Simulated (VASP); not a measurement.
Si3N4:

```
Si N
1.0
     7.63220    0.00000    0.00000
    -3.81610    6.60968    0.00000
     0.00000    0.00000    2.91910
Si N
6 8
Direct
  0.19520 0.76560 0.25000
  0.42960 0.19520 0.75000
  0.23440 0.42960 0.25000
  0.80480 0.23440 0.75000
  0.57040 0.80480 0.25000
  0.76560 0.57040 0.75000
  0.33333 0.66667 0.25000
  0.66667 0.33333 0.75000
  0.33940 0.03620 0.25000
  0.30320 0.33940 0.75000
  0.96380 0.30320 0.25000
  0.66060 0.96380 0.75000
  0.69680 0.66060 0.25000
  0.03620 0.69680 0.75000
```

| Property | Result |
| --- | --- |
| Program | VASP 6.6.1 |
| Task | relaxation of the atoms |
| Functional | PBE |
| Potentials or basis | VASP PAW PBE potentials, release 64 (Si, N) |
| Cutoff | 520 eV |
| k mesh | 4 × 4 × 9 |
| Occupations | fermi-dirac, width 0.02 eV |
| Spin | no spin polarisation |

At the start: pressure 10.5 GPa; volume 10.52 Å³/atom.

Task: How do energy, volume and symmetry change on relaxing?

Result: Over 18 steps the energy falls by 288.1 meV/atom at a fixed cell; space group P6_3/m (No. 176, to 0.1 Å) before and after.

Step by step:
| step | energy change (eV) | largest force (eV/Å) | pressure (GPa) |
| --- | --- | --- | --- |
| 1 | 0.0000 | 9.3382 | 10.55 |
| 2 | 6.6973 | 7.9669 | 11.28 |
| 3 | -3.7954 | 0.9681 | 3.14 |
| 4 | -3.7956 | 1.0694 | 3.05 |
| 5 | -3.7975 | 1.0198 | 3.09 |
| 6 | -3.9369 | 0.6056 | 2.85 |
| 7 | -3.9370 | 0.6261 | 2.85 |
| 8 | -4.0206 | 0.1028 | 2.71 |
| 9 | -4.0207 | 0.0975 | 2.70 |
| 10 | -4.0239 | 0.0937 | 2.65 |
| 11 | -4.0248 | 0.1765 | 2.60 |
| 12 | -4.0263 | 0.1580 | 2.57 |
| 13 | -4.0300 | 0.1031 | 2.48 |
| 14 | -4.0332 | 0.0479 | 2.30 |
| 15 | -4.0333 | 0.0464 | 2.28 |
| 16 | -4.0335 | 0.0244 | 2.27 |
| 17 | -4.0335 | 0.0268 | 2.26 |
| 18 | -4.0336 | 0.0160 | 2.26 |

Final structure:
```
CELL_PARAMETERS angstrom
7.63220 0.00000 0.00000
-3.81610 6.60968 0.00000
0.00000 0.00000 2.91910
ATOMIC_POSITIONS crystal
Si 0.17432 0.76830 0.25000
Si 0.40602 0.17432 0.75000
Si 0.23170 0.40602 0.25000
Si 0.82568 0.23170 0.75000
Si 0.59398 0.82568 0.25000
Si 0.76830 0.59398 0.75000
N 0.33333 0.66667 0.25000
N 0.66667 0.33333 0.75000
N 0.32964 0.03027 0.25000
N 0.29937 0.32964 0.75000
N 0.96973 0.29937 0.25000
N 0.67036 0.96973 0.75000
N 0.70063 0.67036 0.25000
N 0.03027 0.70063 0.75000
```
